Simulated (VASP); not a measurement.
# AlN (P6_3mc) in VASP: a series of runs

The runs below take AlN through electric field gradients, with LDA, PBEsol, r2SCAN.

Program: VASP 6.6.1. These are calculated values, not measurements. Logs are shortened: lines on timing, memory, paths and dates and some standing lists are left out, and cuts for length are marked.

## (1) The cell of the first run

Symmetry: P6_3mc, No. 186, hexagonal system. Conventional cell: a = 3.110 Å, b = 3.110 Å, c = 4.980 Å, α = 90.00°, β = 90.00°, γ = 120.00°. Within 2.5 Å of Al (site symmetry 3m) lie 4 N at 1.89 to 1.90 Å. N (site symmetry 3m) has 4 Al at 1.89 to 1.90 Å within 2.5 Å.

## (2) Electric field gradients, LDA

INCAR

```
SYSTEM = AlN
PREC = Accurate
ENCUT = 520
EDIFF = 1E-8
ISMEAR = -1
SIGMA = 0.02
LREAL = .FALSE.
LASPH = .TRUE.
NELM = 100
ALGO = Normal
ISIF = 2
LWAVE = .FALSE.
LCHARG = .FALSE.
LEFG = .TRUE.
NBANDS = 16
```

KPOINTS

```
regular mesh
0
G
  11 11 6
  0 0 0
```

POSCAR

```
AlN
1.0
    3.1100000000      0.0000000000      0.0000000000
   -1.5550000000      2.6933390058      0.0000000000
    0.0000000000      0.0000000000      4.9800000000
Al N
2 2
Direct
    0.6666666667      0.3333333333      0.0000000000
    0.3333333333      0.6666666667      0.5000000000
    0.6666666667      0.3333333333      0.3820000000
    0.3333333333      0.6666666667      0.8820000000
```

Potentials or basis: VASP PAW LDA potentials, release 64 (Al, N).

The run is started by

```bash
> cat potpaw_LDA.64/Al/POTCAR potpaw_LDA.64/N/POTCAR > POTCAR
> mpirun -np 1 vasp_std > vasp.out
```

OUTCAR:

```text
SYSTEM = AlN
   PREC = Accurate
   ENCUT = 520
   EDIFF = 1E-8
   ISMEAR = -1
   LREAL = .FALSE.
   LASPH = .TRUE.
   NELM = 100
   ISIF = 2

 ion  position               nearest neighbor table
   1  0.667  0.333  0.000-   4 1.89   4 1.89   4 1.89   3 1.90   2 3.07   2 3.07   2 3.07   2 3.07
                             2 3.07   2 3.07
   2  0.333  0.667  0.500-   3 1.89   3 1.89   3 1.89   4 1.90   1 3.07   1 3.07   1 3.07   1 3.07
                             1 3.07   1 3.07
   3  0.667  0.333  0.382-   2 1.89   2 1.89   2 1.89   1 1.90
   4  0.333  0.667  0.882-   1 1.89   1 1.89   1 1.89   2 1.90

  LATTYP: Found a hexagonal cell.
 ALAT       =     3.1100000000
 C/A-ratio  =     1.6012861736

  Lattice vectors:

 A1 = (   3.1100000000,   0.0000000000,   0.0000000000)
 A2 = (  -1.5550000000,   2.6933390058,   0.0000000000)
 A3 = (   0.0000000000,   0.0000000000,   4.9800000000)

Analysis of symmetry for initial positions (statically):
=====================================================================
 Subroutine PRICEL returns:
 Original cell was already a primitive cell.

 Routine SETGRP: Setting up the symmetry group for a
 hexagonal supercell.

 Subroutine GETGRP returns: Found 12 space group operations
 (whereof  6 operations were pure point group operations)
 out of a pool of 24 trial point group operations.

The static configuration has the point symmetry C_3v.
 The point group associated with its full space group is C_6v.

Analysis of symmetry for dynamics (positions and initial velocities):
=====================================================================
 Subroutine PRICEL returns:
 Original cell was already a primitive cell.

 Routine SETGRP: Setting up the symmetry group for a
 hexagonal supercell.

 Subroutine GETGRP returns: Found 12 space group operations
 (whereof  6 operations were pure point group operations)
 out of a pool of 24 trial point group operations.

The dynamic configuration has the point symmetry C_3v.
 The point group associated with its full space group is C_6v.

 Subroutine INISYM returns: Found 12 space group operations
 (whereof  6 operations are pure point group operations),
 and found     1 'primitive' translations

----------------------------------------------------------------------------------------

                                     Primitive cell

  volume of cell :      41.7139

  direct lattice vectors                    reciprocal lattice vectors
     3.110000000  0.000000000  0.000000000     0.321543408  0.185643173  0.000000000
    -1.555000000  2.693339006  0.000000000     0.000000000  0.371286347  0.000000000
     0.000000000  0.000000000  4.980000000     0.000000000  0.000000000  0.200803213

  length of vectors
     3.110000000  3.110000000  4.980000000     0.371286347  0.371286347  0.200803213

  position of ions in fractional coordinates (direct lattice)
     0.666666667  0.333333333  0.000000000
     0.333333333  0.666666667  0.500000000
     0.666666667  0.333333333  0.382000000
     0.333333333  0.666666667  0.882000000

  ion indices of the primitive-cell ions
   primitive index   ion index
                 1           1
                 2           2
                 3           3
                 4           4

----------------------------------------------------------------------------------------

 KPOINTS: regular mesh

Automatic generation of k-mesh.
 Grid dimensions read from file:
 generate k-points for:   11   11    6

 Generating k-lattice:

  Cartesian coordinates                     Fractional coordinates (reciprocal lattice)
     0.029231219  0.016876652  0.000000000     0.090909091  0.000000000  0.000000000
     0.000000000  0.033753304  0.000000000     0.000000000  0.090909091  0.000000000
     0.000000000  0.000000000  0.033467202     0.000000000  0.000000000  0.166666667

  Length of vectors
     0.033753304  0.033753304  0.033467202

[... 37 lines left out ...]
   total plane-waves  NPLWV =  23040
   dimension x,y,z NGX =    24 NGY =   24 NGZ =   40
   dimension x,y,z NGXF=    48 NGYF=   48 NGZF=   80
   ions per type =               2   2
   NGX,Y,Z   is equivalent  to a cutoff of  12.83, 12.83, 13.35 a.u.
   NGXF,Y,Z  is equivalent  to a cutoff of  25.66, 25.66, 26.71 a.u.
 SYSTEM =  AlN
   PREC   = accura    normal or accurate (medium, high low for compatibility)
   ISTART =      0    job   : 0-new  1-cont  2-samecut
   ICHARG =      2    charge: 1-file 2-atom 10-const
   ISPIN  =      1    spin polarized calculation?
   LNONCOLLINEAR =      F non collinear calculations
   LSORBIT =      F    spin-orbit coupling
   LASPH  =      T    aspherical Exc in radial PAW
   ENCUT  =  520.0 eV  38.22 Ry    6.18 a.u.   5.78  5.78  9.26*2*pi/ulx,y,z
   NELM   =    100;   NELMIN=  2; NELMDL= -5     # of ELM steps
   EDIFF  = 0.1E-07   stopping-criterion for ELM
   LREAL  =      F    real-space projection
   EDIFFG = 0.1E-06   stopping-criterion for IOM
   NSW    =      0    number of steps for IOM
   IBRION =     -1    ionic relax: 0-MD 1-quasi-New 2-CG
   NFREE  =      0    steps in history (QN), initial steepest desc. (CG)
   ISIF   =      2    stress and relaxation
   ISYM   =      2    0-nonsym 1-usesym 2-fastsym
   POTIM  = 0.5000    time-step for ionic-motion
   TEBEG  =    0.0;   TEEND  =   0.0 temperature during run
   PSTRESS=    0.0 pullay stress
   NELECT =      16.0000    total number of electrons
   NUPDOWN=      -1.0000    fix difference up-down
   EMIN   =  10.00;   EMAX   =-10.00  energy-range for DOS
   EFERMI =   0.00;   METHOD = LEGACY
   ISMEAR =    -1;   SIGMA  =   0.02  broadening in eV -4-tet -1-fermi 0-gaus
   EFERMI_NEDOS =   21; number of points for ismear=-14 and -15
   IALGO  =     38    algorithm
   IMIX   =      4    mixing-type and parameters
     AMIX     =   0.40;   BMIX     =  1.00
     AMIX_MAG =   1.60;   BMIX_MAG =  1.00
  volume/ion in A,a.u.               =      10.43        70.37
  Fermi-wavevector in a.u.,A,eV,Ry     =   1.189473  2.247778 19.250147  1.414846
  Thomas-Fermi vector in A             =   2.325579
   LORBIT       =      0    0 simple, 1 ext, 2 COOP (PROOUT), +10 PAW based schemes
   GGA     = CA    functional components
   LHFCALC =     F    Hartree Fock is set to
   AEXX    =    0.0000 exact exchange contribution
   IVDW    =     0    specifies the selected vdW correction
   LEPSILON=     F    determine dielectric tensor
   LRPA    =     F    only Hartree local field effects (RPA)
 non-spin polarized calculation
  energy-cutoff  :      520.00
  volume of cell :       41.71
 maximum number of plane-waves:      1134
 NGX is ok and might be reduce to    24
   NGX = 11   NGY = 11   NGZ = 19

 number of electron      16.0000000 magnetization

 Free energy of the ion-electron system (eV)
  ---------------------------------------------------
  ext. energy  EPLUGINS =         0.00000000
  ---------------------------------------------------
  free energy    TOTEN  =       -32.83300949 eV

  energy without entropy =      -32.83300949  energy(sigma->0) =      -32.83300949

 E-fermi :   6.3195     XC(G=0): -11.2510

 val. band max:        5.9074058447   @ k =   0.0000   0.0000   0.0000
 cond. band min:      10.1439068482   @ k =   0.0000   0.0000   0.0000
 fundamental gap:      4.2365010036
 Fermi energy:         6.3194829384

 k-point     1 :       0.0000    0.0000    0.0000
  band No.  band energies     occupation
      1      -9.1349      2.00000
      2      -6.9108      2.00000
      3      -0.1500      2.00000
      4       5.0306      2.00000
      5       5.0306      2.00000
      6       5.6858      2.00000
[... 433 lines left out ...]
      3       0.8981      2.00000
      4       2.8584      2.00000
      5       3.2563      2.00000
      6       4.3747      2.00000
[... 8 lines left out ...]
     15      18.1423      0.00000
     16      19.2117      0.00000

 [... further k-points ...]
[... 5 lines left out ...]
  --------------------------------------------------------------------------------------
  -------------------------------------------------------------------------------------
  Total       -0.9696534     -0.9696534     -0.9558142      0.0000000      0.0000000      0.0000000
  in kB      -37.2431472    -37.2431472    -36.7115989      0.0000000      0.0000000      0.0000000
  external PRESSURE =     -37.0659645 kB  Pullay stress =       0.0000000 kB

 VOLUME and BASIS-vectors are now :
 -----------------------------------------------------------------------------
  energy-cutoff  :      520.00
  volume of cell :       41.71
      direct lattice vectors                 reciprocal lattice vectors
     3.110000000  0.000000000  0.000000000     0.321543408  0.185643173  0.000000000
    -1.555000000  2.693339006  0.000000000     0.000000000  0.371286347  0.000000000
     0.000000000  0.000000000  4.980000000     0.000000000  0.000000000  0.200803213

 POSITION                                       TOTAL-FORCE (eV/Angst)
 -----------------------------------------------------------------------------------
      1.55500      0.89778      0.00000         0.000000     -0.000000      0.015812
     -0.00000      1.79556      2.49000        -0.000000      0.000000      0.015812
      1.55500      0.89778      1.90236        -0.000000     -0.000000     -0.015812
     -0.00000      1.79556      4.39236         0.000000     -0.000000     -0.015812
 -----------------------------------------------------------------------------------
    total drift:                                0.000000     -0.000000      0.000618

  FREE ENERGIE OF THE ION-ELECTRON SYSTEM (eV)
  ---------------------------------------------------
  free  energy   TOTEN  =       -32.8330094852 eV

  energy  without entropy=      -32.8330094852  energy(sigma->0) =      -32.83300949

 Electric field gradients (V/A^2)
---------------------------------------------------------------------
 ion       V_xx      V_yy      V_zz      V_xy      V_xz      V_yz
---------------------------------------------------------------------
   1      -2.622    -2.622     5.244     0.000     0.000    -0.000
   2      -2.622    -2.622     5.244     0.000    -0.000     0.000
   3       0.004     0.005    -0.009     0.001    -0.000     0.000
   4       0.004     0.005    -0.009     0.001     0.000    -0.000
---------------------------------------------------------------------

 Electric field gradients after diagonalization (V/A^2)
 (convention: |V_zz| > |V_xx| > |V_yy|)
----------------------------------------------------------------------
 ion       V_xx      V_yy      V_zz     asymmetry (V_yy - V_xx)/ V_zz
----------------------------------------------------------------------
   1      -2.622    -2.622     5.244       0.000
   2      -2.622    -2.622     5.244       0.000
   3       0.005     0.003    -0.009       0.222
   4       0.005     0.003    -0.009       0.222
----------------------------------------------------------------------

           NMR quadrupolar parameters

 Cq : quadrupolar parameter    Cq=e*Q*V_zz/h
 eta: asymmetry parameters     (V_yy - V_xx)/ V_zz
 Q  : nuclear electric quadrupole moment in mb (millibarn)
----------------------------------------------------------------------
 ion       Cq(MHz)       eta       Q (mb)
----------------------------------------------------------------------
   1       0.013       0.000       1.000
   2       0.013       0.000       1.000
   3      -0.000       0.222       1.000
   4      -0.000       0.222       1.000
----------------------------------------------------------------------
```

It took 31 s on 1 thread of AMD EPYC 9R45 (Zen 5), shared host; peak memory 0.13 GiB.

Results:

```yaml
Free_energy: -32.8330 eV
Pressure: -3.7 GPa
Largest_force: 0.016 eV/Å
Band_gap_on_the_k_mesh: 4.24 eV, direct
```

Forces on the atoms (eV/Å):
```
Al   0.000  0.000  0.016
Al   0.000  0.000  0.016
N    0.000  0.000 -0.016
N    0.000  0.000 -0.016
```

Electric field gradients, principal values (V/Å²):
```tsv
atom	least	middle	greatest (by size)
1 Al	-2.622	-2.622	5.244
2 Al	-2.622	-2.622	5.244
3 N	0.003	0.005	-0.009
4 N	0.003	0.005	-0.009
```

Caveat: without QUAD_EFG the Cq values of the log hold for a quadrupole moment of 1 mb, not for the nuclei.

## (3) Electric field gradients, PBEsol

INCAR

```
SYSTEM = AlN
ALGO = Normal ; EDIFF = 1E-8
ENCUT = 520 ; GGA = PS
ISIF = 2 ; ISMEAR = -1
LASPH = .TRUE. ; LCHARG = .FALSE.
LEFG = .TRUE. ; LREAL = .FALSE.
LWAVE = .FALSE. ; NBANDS = 16
NELM = 100 ; PREC = Accurate
SIGMA = 0.02
```

KPOINTS

```
k-points
0
G
  11 11 6
  0 0 0
```

POSCAR is that of step 2.

Potentials or basis: VASP PAW PBE potentials, release 64 (Al, N).

The run is started by

```bash
> cat potpaw_PBE.64/Al/POTCAR potpaw_PBE.64/N/POTCAR > POTCAR
> mpirun -np 1 vasp_std > vasp.out
```

OUTCAR:

```text
SYSTEM = AlN
   EDIFF = 1E-8
   ENCUT = 520
   GGA = PS
   ISIF = 2
   ISMEAR = -1
   LASPH = .TRUE.
   LREAL = .FALSE.
   NELM = 100
   PREC = Accurate

 ion  position               nearest neighbor table
   1  0.667  0.333  0.000-   4 1.89   4 1.89   4 1.89   3 1.90   2 3.07   2 3.07   2 3.07   2 3.07
                             2 3.07   2 3.07
   2  0.333  0.667  0.500-   3 1.89   3 1.89   3 1.89   4 1.90   1 3.07   1 3.07   1 3.07   1 3.07
                             1 3.07   1 3.07
   3  0.667  0.333  0.382-   2 1.89   2 1.89   2 1.89   1 1.90
   4  0.333  0.667  0.882-   1 1.89   1 1.89   1 1.89   2 1.90

  LATTYP: Found a hexagonal cell.
 ALAT       =     3.1100000000
 C/A-ratio  =     1.6012861736

  Lattice vectors:
[... 687 lines left out ...]
---------------------------------------------------------------------
   1      -2.572    -2.572     5.145     0.000    -0.000     0.000
   2      -2.572    -2.572     5.145     0.000     0.000    -0.000
   3      -0.100    -0.100     0.199    -0.000     0.000    -0.000
   4      -0.100    -0.100     0.199    -0.000    -0.000     0.000
---------------------------------------------------------------------

 Electric field gradients after diagonalization (V/A^2)
 (convention: |V_zz| > |V_xx| > |V_yy|)
----------------------------------------------------------------------
 ion       V_xx      V_yy      V_zz     asymmetry (V_yy - V_xx)/ V_zz
----------------------------------------------------------------------
   1      -2.572    -2.572     5.145       0.000
   2      -2.572    -2.572     5.145       0.000
   3      -0.100    -0.100     0.199       0.001
   4      -0.100    -0.100     0.199       0.001
----------------------------------------------------------------------

           NMR quadrupolar parameters

 Cq : quadrupolar parameter    Cq=e*Q*V_zz/h
 eta: asymmetry parameters     (V_yy - V_xx)/ V_zz
 Q  : nuclear electric quadrupole moment in mb (millibarn)
----------------------------------------------------------------------
 ion       Cq(MHz)       eta       Q (mb)
----------------------------------------------------------------------
   1       0.012       0.000       1.000
   2       0.012       0.000       1.000
   3       0.000       0.001       1.000
   4       0.000       0.001       1.000
----------------------------------------------------------------------
```

OSZICAR:

```text
N       E                     dE             d eps       ncg     rms          rms(c)
DAV:   1     0.386476640520E+02    0.38648E+02   -0.72709E+03  2048   0.893E+02
DAV:   2    -0.323781017603E+02   -0.71026E+02   -0.64633E+02  2904   0.185E+02
DAV:   3    -0.357503705510E+02   -0.33723E+01   -0.33634E+01  2536   0.417E+01
DAV:   4    -0.357701504831E+02   -0.19780E-01   -0.19779E-01  2592   0.363E+00
DAV:   5    -0.357704071076E+02   -0.25662E-03   -0.25662E-03  2568   0.414E-01    0.117E+01
DAV:   6    -0.313645800305E+02    0.44058E+01   -0.95634E+00  2448   0.224E+01    0.418E+00
DAV:   7    -0.313494323559E+02    0.15148E-01   -0.61631E-01  2216   0.546E+00    0.290E+00
DAV:   8    -0.313166251074E+02    0.32807E-01   -0.71771E-02  2288   0.227E+00    0.595E-01
DAV:   9    -0.313118166876E+02    0.48084E-02   -0.12440E-02  2720   0.830E-01    0.250E-01
DAV:  10    -0.313121771880E+02   -0.36050E-03   -0.14093E-03  2216   0.244E-01    0.156E-01
DAV:  11    -0.313121029178E+02    0.74270E-04   -0.11830E-04  2456   0.797E-02    0.333E-02
DAV:  12    -0.313121019275E+02    0.99022E-06   -0.52856E-06  2328   0.196E-02    0.555E-03
DAV:  13    -0.313121014307E+02    0.49681E-06   -0.21743E-06  2608   0.110E-02    0.423E-03
DAV:  14    -0.313121014449E+02   -0.14182E-07   -0.16431E-07  2344   0.344E-03    0.123E-03
DAV:  15    -0.313121014748E+02   -0.29864E-07   -0.12066E-08  1680   0.841E-04    0.175E-04
DAV:  16    -0.313121014746E+02    0.22169E-09   -0.84249E-10  1160   0.361E-04
   1 F= -.31312101E+02 E0= -.31312101E+02  d E =-.258196E-11
```

Wall time 36 s (1 thread of AMD EPYC 9R45 (Zen 5), shared host); peak memory 0.14 GiB.

What came out:

- Free energy: -31.3121 eV
- Pressure: 0.6 GPa
- Largest force: 0.006 eV/Å
- Band gap on the k mesh: 4.14 eV, direct

Forces on the atoms (eV/Å):
```
Al   0.000  0.000  0.006
Al   0.000  0.000  0.006
N    0.000  0.000 -0.006
N    0.000  0.000 -0.006
```

Stress tensor (GPa, compression positive):
```
0.71 0.00 0.00
0.00 0.71 0.00
0.00 0.00 0.46
```

Levels at points of the mesh, in eV from the valence-band top:
```csv
k point,band 5,band 6,band 7,band 8,band 9,band 10,band 11,band 12
"(0.00, 0.00, 0.00)",-0.88,-0.22,-0.22,0.00,4.14,6.58,10.52,11.05
"(0.00, 0.00, 0.50)",-0.56,-0.56,-0.56,-0.56,6.40,6.40,10.22,10.22
```

Electric field gradients, principal values (V/Å²):
```tsv
atom	least	middle	greatest (by size)
1 Al	-2.572	-2.572	5.145
2 Al	-2.572	-2.572	5.145
3 N	-0.100	-0.100	0.199
4 N	-0.100	-0.100	0.199
```

Caveat: without QUAD_EFG the Cq values of the log hold for a quadrupole moment of 1 mb, not for the nuclei; the PAW data sets were made with another functional, which shifts forces and pressure a little. Expect the measured gap to be larger: semilocal functionals such as PBEsol lack the derivative discontinuity.

(Part 1 of 2 ends here.)
